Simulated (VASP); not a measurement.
Crystal: Hf.

```
Hf
1.0
     0.00000    2.22000    2.22000
     2.22000    0.00000    2.22000
     2.22000    2.22000    0.00000
Hf
1
Direct
  0.00000 0.00000 0.00000
```

| Property | Result |
| --- | --- |
| Program | VASP 6.6.1 |
| Task | relaxation of cell and atoms |
| Functional | PBE |
| Potentials or basis | VASP PAW PBE potentials, release 64 (Hf_pv) |
| Cutoff | 600 eV |
| k mesh | 10 × 10 × 10 |
| Occupations | fermi-dirac, width 0.05 eV |
| Spin | no spin polarisation |

At the start: pressure 2.8 GPa; volume 21.88 Å³/atom.

Question: How do energy, volume and symmetry change on relaxing?

Answer: Over 7 steps the energy falls by 4.3 meV/atom and the volume is 22.42 Å³/atom (+2.4 %); space group Fm-3m (No. 225, to 0.05 Å).

Step by step:
| step | energy change (eV) | largest force (eV/Å) | pressure (GPa) | volume (Å³) |
| --- | --- | --- | --- | --- |
| 1 | 0.0000 | 0.0000 | 2.81 | 21.88 |
| 2 | 0.0025 | 0.0000 | -3.11 | 23.12 |
| 3 | -0.0043 | 0.0000 | 0.12 | 22.42 |
| 4 | -0.0043 | 0.0000 | -0.09 | 22.45 |
| 5 | -0.0043 | 0.0000 | -0.09 | 22.43 |
| 6 | -0.0043 | 0.0000 | 0.11 | 22.40 |
| 7 | -0.0043 | 0.0000 | 0.04 | 22.42 |

Final structure:
```xyz
1
Lattice="0.0000 2.2380 2.2380 2.2380 0.0000 2.2380 2.2380 2.2380 0.0000" Properties=species:S:1:pos:R:3 pbc="T T T"
Hf    0.0000    0.0000    0.0000
```
